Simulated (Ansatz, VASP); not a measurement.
**Two plane-wave programs on Y2AlN3**

File INCAR:

```
PREC = Accurate ; ENCUT = 520
EDIFF = 1E-6 ; ISMEAR = 0
SIGMA = 0.1 ; LREAL = False
LASPH = True ; NELM = 80
ALGO = Normal ; ISIF = 2
LWAVE = False ; LCHARG = True
GGA = PE ; LELF = True
LVHAR = True ; NBANDS = 29
```

Contents of KPOINTS:

```
Automatic mesh
0
Gamma
  6 6 6
```

The input POSCAR:

```
Y2AlN3
1.0
   -1.7691799200      1.7691799200      7.5059947000
    1.7691799200     -1.7691799200      7.5059947000
    1.7691799200      1.7691799200     -7.5059947000
Y Al N
2 1 3
Direct
    0.6666666700      0.6666666700      0.0000000000
    0.3333333300      0.3333333300      0.0000000000
    0.0000000000      0.0000000000      0.0000000000
    0.8333333300      0.8333333300      0.0000000000
    0.5000000000      0.5000000000      0.0000000000
    0.1666666700      0.1666666700      0.0000000000
```

Input for Ansatz:

```yaml
crystal:
  lattice:
    - [-1.76917992, 1.76917992, 7.5059947]
    - [1.76917992, -1.76917992, 7.5059947]
    - [1.76917992, 1.76917992, -7.5059947]
  atoms:
    - { symbol: "Y", position: [0.66666667, 0.66666667, 0.0] }
    - { symbol: "Y", position: [0.33333333, 0.33333333, 0.0] }
    - { symbol: Al, position: [0.0, 0.0, 0.0] }
    - { symbol: "N", position: [0.83333333, 0.83333333, 0.0] }
    - { symbol: "N", position: [0.5, 0.5, 0.0] }
    - { symbol: "N", position: [0.16666667, 0.16666667, 0.0] }
basis:
  ecutwfc: 420
kpoints:
  mp_grid: { grid: [6, 6, 6] }
hamiltonian:
  xc: pbe
scf:
  occupations: { method: gaussian, width: 0.1 }
  lower_state_search: "off"
output:
  forces: true
  stress: true
  eigenvalues: true
```

Alike in both runs: task single point; functional PBE; k mesh 6 × 6 × 6; occupations gaussian, width 0.1 eV; no spin polarisation.

```csv
,VASP,Ansatz
version,VASP 6.6.1,Ansatz 0.2.0
potentials or method,"VASP PAW PBE potentials, release 64 (Y_sv, Al, N), cutoff 520 eV","scalar-relativistic, plane waves, PAW"
valence electrons in the cell,40,40
```

VASP gave:

- gap on the k mesh at the Fermi level (eV): 0.39
- least direct gap on the mesh (eV): 0.39
- pressure (GPa): -20.0
- traceless stress, the component that is largest in VASP (GPa): -1.86
- rms of the force components (eV/Å): 0.380

Problem. Which values does Ansatz return?

Solution. gap on the k mesh at the Fermi level (eV): 0.40; least direct gap on the mesh (eV): 0.40; pressure (GPa): -19.9; traceless stress, the component that is largest in VASP (GPa): -1.86; rms of the force components (eV/Å): 0.380.

Atom by atom the forces differ by 0.001 eV/Å (rms over components). The functional is the same, so the differences come from potentials, cutoffs and numerics.
